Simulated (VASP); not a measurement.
# CuO (C2/c) in VASP: single point with PBE+U

Aim: the single point of CuO with PBE+U.

Everything below comes from runs of VASP 6.6.1. Logs are shortened: lines on timing, memory, paths and dates and some standing lists are left out, and cuts for length are marked.

### 1 The cell of the first run

It takes space group C2/c (No. 15, monoclinic). The conventional cell has a = 4.653 Å, b = 3.410 Å, c = 5.108 Å, α = 90.00°, β = 99.48°, γ = 90.00°. Cu (site symmetry -1) has 4 O at 1.95 Å within 2.6 Å. Cu (site symmetry -1) has 4 O at 1.95 Å within 2.6 Å. O (site symmetry 2) has 6 Cu at 1.95 to 2.77 Å and 6 O at 2.62 to 2.88 Å within 2.9 Å.

### 2 Single point, PBE+U, collinear spin

INCAR reads:

```
PREC     = Accurate       # precision mode
ENCUT    = 520            # plane-wave cutoff, eV
EDIFF    = 1E-6           # SCF threshold, eV
ISMEAR   = 0              # smearing method
SIGMA    = 0.02           # smearing width, eV
LREAL    = F              # projectors in reciprocal space
LASPH    = T              # aspherical terms in the spheres
NELM     = 150            # most SCF steps
ALGO     = Normal         # electronic algorithm
ISIF     = 2              # what is computed and relaxed
LWAVE    = F              # write WAVECAR
LCHARG   = F              # write CHGCAR
ISPIN    = 2              # spin polarisation
MAGMOM   = 1 1 1 1 0 0 0 0 # initial moments
LORBIT   = 11             # projections on sites
LMAXMIX  = 4              # l up to which the mixer works
LDAU     = T              # DFT+U
LDAUTYPE = 2            
LDAUL    = 2 -1           # shell
LDAUU    = 4 0            # U, eV
LDAUJ    = 0 0          
LDAUPRINT= 1            
GGA      = PE             # functional
NBANDS   = 48             # bands
```

KPOINTS reads:

```
regular mesh
0
Gamma
  4 7 4
```

POSCAR reads:

```
CuO
1.0
    4.6530000000     -3.4100000000      0.0000000000
    2.3265000000      1.7050000000      0.0000000000
   -0.8413000000      0.0000000000      5.0382400000
Cu O
4 4
Direct
    0.0000000000      0.5000000000      0.0000000000
    0.5000000000      0.5000000000      0.0000000000
    0.2500000000      0.0000000000      0.5000000000
    0.7500000000      0.0000000000      0.5000000000
    0.0420000000      0.9160000000      0.7500000000
    0.5420000000      0.9160000000      0.7500000000
    0.4580000000      0.0840000000      0.2500000000
    0.9580000000      0.0840000000      0.2500000000
```

Potentials or basis: VASP PAW PBE potentials, release 64 (Cu, O).

Command:

```console
$ cat potpaw_PBE.64/Cu/POTCAR potpaw_PBE.64/O/POTCAR > POTCAR
$ mpirun -np 1 vasp_std > vasp.out
```

OUTCAR:

```text
PREC = Accurate
   ENCUT = 520
   EDIFF = 1E-6
   ISMEAR = 0
   LREAL = F
   LASPH = T
   NELM = 150
   ISIF = 2
   ISPIN = 2
   LORBIT = 11
   GGA = PE

 ion  position               nearest neighbor table
   1  0.000  0.500  0.000-   8 1.95   5 1.95   8 1.95   5 1.95
   2  0.500  0.500  0.000-   7 1.95   6 1.95   7 1.95   6 1.95
   3  0.250  0.000  0.500-   6 1.95   8 1.95   7 1.95   5 1.95
   4  0.750  0.000  0.500-   5 1.95   7 1.95   6 1.95   8 1.95
   5  0.042  0.916  0.750-   1 1.95   4 1.95   3 1.95   1 1.95
   6  0.542  0.916  0.750-   2 1.95   3 1.95   2 1.95   4 1.95
   7  0.458  0.084  0.250-   4 1.95   2 1.95   2 1.95   3 1.95
   8  0.958  0.084  0.250-   3 1.95   1 1.95   4 1.95   1 1.95

  LATTYP: Found a triclinic cell.
 ALAT       =     8.8367543391
 B/A-ratio  =     0.3264067660
 C/A-ratio  =     1.3184277028
 COS(alpha) =     0.0075763838
 COS(beta)  =     0.5671978071
 COS(gamma) =     0.7826159688

  Lattice vectors:

 A1 = (   2.3265000000,   8.5250000000,   0.0000000000)
 A2 = (   2.3265000000,   1.7050000000,   0.0000000000)
 A3 = (  -6.1382000000,   8.5250000000,  -5.0382400000)

Analysis of symmetry for initial positions (statically):
=====================================================================
 Subroutine PRICEL returns following result:

  LATTYP: Found a base centered monoclinic cell.
 ALAT       =     4.6530000000
 B/A-ratio  =     0.7328605201
 C/A-ratio  =     1.0977860375
 COS(beta)  =    -0.1647024781
[... 12 lines left out ...]
 Subroutine GETGRP returns: Found  2 space group operations
 (whereof  2 operations were pure point group operations)
 out of a pool of  2 trial point group operations.

The static configuration has the point symmetry S_2 .

Analysis of symmetry for dynamics (positions and initial velocities):
=====================================================================
 Subroutine PRICEL returns following result:

  LATTYP: Found a base centered monoclinic cell.
 ALAT       =     4.6530000000
 B/A-ratio  =     0.7328605201
 C/A-ratio  =     1.0977860375
 COS(beta)  =    -0.1647024781
[... 12 lines left out ...]
 Subroutine GETGRP returns: Found  2 space group operations
 (whereof  2 operations were pure point group operations)
 out of a pool of  2 trial point group operations.

The dynamic configuration has the point symmetry S_2 .

Analysis of structural, dynamic, and magnetic symmetry:
=====================================================================
 Subroutine PRICEL returns following result:

  LATTYP: Found a base centered monoclinic cell.
 ALAT       =     4.6530000000
 B/A-ratio  =     0.7328605201
 C/A-ratio  =     1.0977860375
 COS(beta)  =    -0.1647024781
[... 12 lines left out ...]
 Subroutine GETGRP returns: Found  2 space group operations
 (whereof  2 operations were pure point group operations)
 out of a pool of  2 trial point group operations.

The overall configuration has the point symmetry S_2 .

 Subroutine INISYM returns: Found  2 space group operations
 (whereof  2 operations are pure point group operations),
 and found     2 'primitive' translations

----------------------------------------------------------------------------------------

                                     Primitive cell

  volume of cell :      39.9702

  direct lattice vectors                    reciprocal lattice vectors
     2.326500000 -1.705000000  0.000000000     0.214915109 -0.293255132  0.035887151
     2.326500000  1.705000000  0.000000000     0.214915109  0.293255132  0.035887151
    -0.841300000  0.000000000  5.038240000     0.000000000  0.000000000  0.198482010

  length of vectors
     2.884376406  2.884376406  5.107998433     0.365342256  0.365342256  0.198482010

  position of ions in fractional coordinates (direct lattice)
     0.000000000  0.500000000  0.000000000
     0.500000000  0.000000000  0.500000000
     0.084000000  0.916000000  0.750000000
     0.916000000  0.084000000  0.250000000

[... 67 lines left out ...]
   NGXF,Y,Z  is equivalent  to a cutoff of  27.67, 27.67, 26.04 a.u.
 SYSTEM =  unknown system
   PREC   = accura    normal or accurate (medium, high low for compatibility)
   ISTART =      0    job   : 0-new  1-cont  2-samecut
   ICHARG =      2    charge: 1-file 2-atom 10-const
   ISPIN  =      2    spin polarized calculation?
   LNONCOLLINEAR =      F non collinear calculations
   LSORBIT =      F    spin-orbit coupling
   LASPH  =      T    aspherical Exc in radial PAW
   ENCUT  =  520.0 eV  38.22 Ry    6.18 a.u.  10.73  5.36  9.50*2*pi/ulx,y,z
   NELM   =    150;   NELMIN=  2; NELMDL= -5     # of ELM steps
   EDIFF  = 0.1E-05   stopping-criterion for ELM
   LREAL  =      F    real-space projection
   EDIFFG = 0.1E-04   stopping-criterion for IOM
   NSW    =      0    number of steps for IOM
   IBRION =     -1    ionic relax: 0-MD 1-quasi-New 2-CG
   NFREE  =      0    steps in history (QN), initial steepest desc. (CG)
   ISIF   =      2    stress and relaxation
   ISYM   =      2    0-nonsym 1-usesym 2-fastsym
   POTIM  = 0.5000    time-step for ionic-motion
   TEBEG  =    0.0;   TEEND  =   0.0 temperature during run
   PSTRESS=    0.0 pullay stress
   NELECT =      68.0000    total number of electrons
   NUPDOWN=      -1.0000    fix difference up-down
   EMIN   =  10.00;   EMAX   =-10.00  energy-range for DOS
   EFERMI =   0.00;   METHOD = LEGACY
   ISMEAR =     0;   SIGMA  =   0.02  broadening in eV -4-tet -1-fermi 0-gaus
   EFERMI_NEDOS =   21; number of points for ismear=-14 and -15
   IALGO  =     38    algorithm
   IMIX   =      4    mixing-type and parameters
     AMIX     =   0.40;   BMIX     =  1.00
     AMIX_MAG =   1.60;   BMIX_MAG =  1.00
  volume/ion in A,a.u.               =       9.99        67.43
  Fermi-wavevector in a.u.,A,eV,Ry     =   1.551157  2.931261 32.736808  2.406087
  Thomas-Fermi vector in A             =   2.655717
   LORBIT       =     11    0 simple, 1 ext, 2 COOP (PROOUT), +10 PAW based schemes
 LDA+U is selected, type is set to LDAUTYPE =  2
   angular momentum for each species LDAUL =     2   -1
   U (eV)           for each species LDAUU =   4.0  0.0
   J (eV)           for each species LDAUJ =   0.0  0.0
   GGA     = PE    functional components
   LHFCALC =     F    Hartree Fock is set to
   AEXX    =    0.0000 exact exchange contribution
   IVDW    =     0    specifies the selected vdW correction
   LEPSILON=     F    determine dielectric tensor
   LRPA    =     F    only Hartree local field effects (RPA)
 spin polarized calculation
 Gauss-broadening in eV      SIGMA  =   0.02
  energy-cutoff  :      520.00
  volume of cell :       79.94
 maximum number of plane-waves:      2187
 NGX is ok and might be reduce to    48
   NGX = 21   NGY = 11   NGZ = 19

atom =   1  type =  1  l = 2

 onsite density matrix

spin component  1
[... 116 lines left out ...]
  o =  0.3947  v =  0.0000  0.0000  0.0000  0.0000  0.0000 -0.1168 -0.5497  0.0081  0.7837 -0.2645      0.0000  0.0000  0.0000  0.0000  0.0000  0.0000  0.0000  0.0000  0.0000  0.0000
  o =  0.9500  v =  0.0000  0.0000  0.0000  0.0000  0.0000  0.8482  0.1797 -0.4340  0.2224 -0.1025      0.0000  0.0000  0.0000  0.0000  0.0000  0.0000  0.0000  0.0000  0.0000  0.0000
  o =  0.9595  v =  0.8624  0.1612 -0.4349  0.1944 -0.0584  0.0000  0.0000  0.0000  0.0000  0.0000      0.0000  0.0000  0.0000  0.0000  0.0000  0.0000  0.0000  0.0000  0.0000  0.0000
  o =  0.9657  v =  0.0000  0.0000  0.0000  0.0000  0.0000 -0.0729 -0.1036 -0.1703 -0.3850 -0.8982      0.0000  0.0000  0.0000  0.0000  0.0000  0.0000  0.0000  0.0000  0.0000  0.0000
  o =  0.9673  v =  0.0000  0.0000  0.0000  0.0000  0.0000 -0.1579  0.7823  0.3026  0.4164 -0.3132      0.0000  0.0000  0.0000  0.0000  0.0000  0.0000  0.0000  0.0000  0.0000  0.0000
  o =  0.9729  v = -0.0433  0.6158  0.3471  0.5793  0.4037  0.0000  0.0000  0.0000  0.0000  0.0000      0.0000  0.0000  0.0000  0.0000  0.0000  0.0000  0.0000  0.0000  0.0000  0.0000
  o =  0.9741  v = -0.1345  0.4888  0.0481  0.0406 -0.8597  0.0000  0.0000  0.0000  0.0000  0.0000      0.0000  0.0000  0.0000  0.0000  0.0000  0.0000  0.0000  0.0000  0.0000  0.0000
  o =  0.9758  v =  0.0000  0.0000  0.0000  0.0000  0.0000  0.4865 -0.2068  0.8313 -0.1220 -0.1209      0.0000  0.0000  0.0000  0.0000  0.0000  0.0000  0.0000  0.0000  0.0000  0.0000
  o =  0.9794  v =  0.4784 -0.1992  0.8295 -0.1459 -0.1486  0.0000  0.0000  0.0000  0.0000  0.0000      0.0000  0.0000  0.0000  0.0000  0.0000  0.0000  0.0000  0.0000  0.0000  0.0000
  o =  1.0297  v = -0.0866 -0.5623  0.0033  0.7770 -0.2693  0.0000  0.0000  0.0000  0.0000  0.0000      0.0000  0.0000  0.0000  0.0000  0.0000  0.0000  0.0000  0.0000  0.0000  0.0000

 number of electron      67.9999984 magnetization       3.9976069

 Free energy of the ion-electron system (eV)
  ---------------------------------------------------
  ext. energy  EPLUGINS =         0.00000000
  ---------------------------------------------------
  free energy    TOTEN  =       -34.19003746 eV

  energy without entropy =      -34.18996871  energy(sigma->0) =      -34.19000308

 E-fermi :   5.6391     XC(G=0): -11.9471

 val. band max:        5.6183742239   @ k =   0.0000   0.4286   0.0000
 cond. band min:       5.6598544573   @ k =   0.2500   0.4286   0.0000
 fundamental gap:      0.0414802334
 Fermi energy:         5.6391143404

 spin component 1

 k-point     1 :       0.0000    0.0000    0.0000
  band No.  band energies     occupation
      1     -14.1400      1.00000
      2     -13.3239      1.00000
      3     -12.7522      1.00000
      4     -12.6242      1.00000
      5      -2.7872      1.00000
      6      -1.6871      1.00000
[... 2345 lines left out ...]
     45      17.3963      0.00000
     46      18.9883      0.00000

 [... further k-points ...]

 [bands above 46 left out]

------------------------ aborting loop because EDIFF is reached ----------------------------------------

  FORCE on cell =-STRESS in cart. coord.  units (eV):
  Direction    XX          YY          ZZ          XY          YZ          ZX
  --------------------------------------------------------------------------------------
  -------------------------------------------------------------------------------------
  Total        3.5236657      3.5909542      3.8332566      0.0009304      0.0000327     -0.1597773
  in kB       70.6218356     71.9704412     76.8267023      0.0186478      0.0006544     -3.2022802
  external PRESSURE =      73.1396597 kB  Pullay stress =       0.0000000 kB

 VOLUME and BASIS-vectors are now :
 -----------------------------------------------------------------------------
  energy-cutoff  :      520.00
  volume of cell :       79.94
      direct lattice vectors                 reciprocal lattice vectors
     4.653000000 -3.410000000  0.000000000     0.107457554 -0.146627566  0.017943576
     2.326500000  1.705000000  0.000000000     0.214915109  0.293255132  0.035887151
    -0.841300000  0.000000000  5.038240000     0.000000000  0.000000000  0.198482010

 POSITION                                       TOTAL-FORCE (eV/Angst)
 -----------------------------------------------------------------------------------
      1.16325      0.85250      0.00000        -0.000000     -0.000000     -0.000000
      3.48975     -0.85250      0.00000        -0.000000     -0.000000     -0.000000
      0.74260     -0.85250      2.51912        -0.000000      0.000000     -0.000000
      3.06910     -2.55750      2.51912        -0.000000      0.000000     -0.000000
      1.69552      1.41856      3.77868         0.000010      0.061485     -0.000030
      4.02202     -0.28644      3.77868         0.000010      0.061485     -0.000030
      2.11617     -1.41856      1.25956        -0.000010     -0.061485      0.000030
      4.44267     -3.12356      1.25956        -0.000010     -0.061485      0.000030
 -----------------------------------------------------------------------------------
    total drift:                               -0.000000     -0.000000      0.000000

  FREE ENERGIE OF THE ION-ELECTRON SYSTEM (eV)
  ---------------------------------------------------
  free  energy   TOTEN  =       -34.1900374559 eV

  energy  without entropy=      -34.1899687119  energy(sigma->0) =      -34.19000308

 total charge

# of ion       s       p       d       tot
------------------------------------------
    1        0.382   0.400   9.148   9.930
    2        0.382   0.400   9.148   9.930
    3        0.382   0.400   9.148   9.930
    4        0.382   0.400   9.148   9.930
    5        1.557   3.448   0.000   5.005
    6        1.557   3.448   0.000   5.005
    7        1.557   3.448   0.000   5.005
    8        1.557   3.448   0.000   5.005
--------------------------------------------------
tot          7.757  15.391  36.592  59.740

 magnetization (x)

# of ion       s       p       d       tot
------------------------------------------
    1       -0.003   0.003   0.662   0.662
    2       -0.003   0.003   0.662   0.662
    3       -0.003   0.003   0.662   0.662
    4       -0.003   0.003   0.662   0.662
    5        0.020   0.278   0.000   0.298
    6        0.020   0.278   0.000   0.298
    7        0.020   0.278   0.000   0.298
    8        0.020   0.278   0.000   0.298
--------------------------------------------------
tot          0.067   1.123   2.649   3.839
```

Run time: 11 min. Hardware: 1 thread of Oxide Virtual Turin-like, shared host; peak memory 0.4 GiB.

What came out:

```yaml
Free_energy: -34.1900 eV
Pressure: 7.3 GPa
Largest_force: 0.061 eV/Å
Band_gap_on_the_k_mesh: 0.04 eV
Net_moment: 4.00 μB per cell
Site_moments: Cu +0.66; O +0.30 μB
Valence_electrons_inside_the_program's_atomic_spheres: Cu 9.93; O 5.00
```

Forces on the atoms (eV/Å):
```
Cu   0.000  0.000  0.000
Cu   0.000  0.000  0.000
Cu   0.000  0.000  0.000
Cu   0.000  0.000  0.000
O    0.000  0.061  0.000
O    0.000  0.061  0.000
O    0.000 -0.061  0.000
O    0.000 -0.061  0.000
```

Eigenvalues of the final occupation matrices:
| site | spin | trace | eigenvalues |
| --- | --- | --- | --- |
| site 1 d | 1 | 4.92 | 0.96 0.97 0.97 0.98 1.03 |
| site 1 d | 2 | 4.25 | 0.39 0.95 0.97 0.97 0.98 |
| site 2 d | 1 | 4.92 | 0.96 0.97 0.97 0.98 1.03 |
| site 2 d | 2 | 4.25 | 0.39 0.95 0.97 0.97 0.98 |
| site 3 d | 1 | 4.92 | 0.96 0.97 0.97 0.98 1.03 |
| site 3 d | 2 | 4.25 | 0.39 0.95 0.97 0.97 0.98 |
| site 4 d | 1 | 4.92 | 0.96 0.97 0.97 0.98 1.03 |
| site 4 d | 2 | 4.25 | 0.39 0.95 0.97 0.97 0.98 |

Caveat: the cell stands under pressure; an odd mesh through Γ misses points on the zone boundary, where band edges can lie.
